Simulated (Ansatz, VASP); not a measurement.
## One calculation of Ba, two programs

INCAR

```
PREC = Accurate
ENCUT = 520
EDIFF = 1E-6
ISMEAR = 0
SIGMA = 0.15
LREAL = False
LASPH = True
NELM = 80
ALGO = Fast
ISIF = 2
LWAVE = False
LCHARG = True
GGA = CA
LELF = True
LVHAR = True
NBANDS = 11
```

KPOINTS

```
regular mesh
0
Gamma
  14 14 8
```

The input POSCAR:

```
Ba
1.0
    1.9550000000     -3.6500000000      0.0000000000
    1.9550000000      3.6500000000      0.0000000000
    0.0000000000      0.0000000000      5.7000000000
Ba
1
Direct
    0.0000000000      0.0000000000      0.0000000000
```

Input for Ansatz:

```yaml
crystal:
  lattice:
    - [1.955, -3.65, 0.0]
    - [1.955, 3.65, 0.0]
    - [0.0, 0.0, 5.7]
  atoms:
    - { symbol: Ba, position: [0.0, 0.0, 0.0] }
basis:
  ecutwfc: 420
kpoints:
  mp_grid: { grid: [14, 14, 8] }
hamiltonian:
  xc: lda
scf:
  occupations: { method: gaussian, width: 0.15 }
output:
  forces: true
  stress: true
  eigenvalues: true
```

Alike in both runs: task single point; functional LDA; k mesh 14 × 14 × 8; occupations gaussian, width 0.15 eV; no spin polarisation.

```csv
,VASP,Ansatz
version,VASP 6.6.1,Ansatz 0.2.0
potentials or method,"VASP PAW LDA potentials, release 64 (Ba_sv), cutoff 520 eV","scalar-relativistic, plane waves, PAW"
valence electrons in the cell,10,10
```

```tsv
	VASP	Ansatz	Ansatz less VASP
gap on the k mesh at the Fermi level (eV)	none	none	-
pressure (GPa)	-0.3	-0.3	-0.02
traceless stress, the component that is largest in VASP (GPa)	-1.97	-1.93	+0.041
```

LDA's correlation is that of Perdew and Zunger in VASP and of Perdew and Wang (1992) in Ansatz. A gap of «none» marks a metal or a gap that the smearing closes.

Spin-orbit coupling is off throughout.
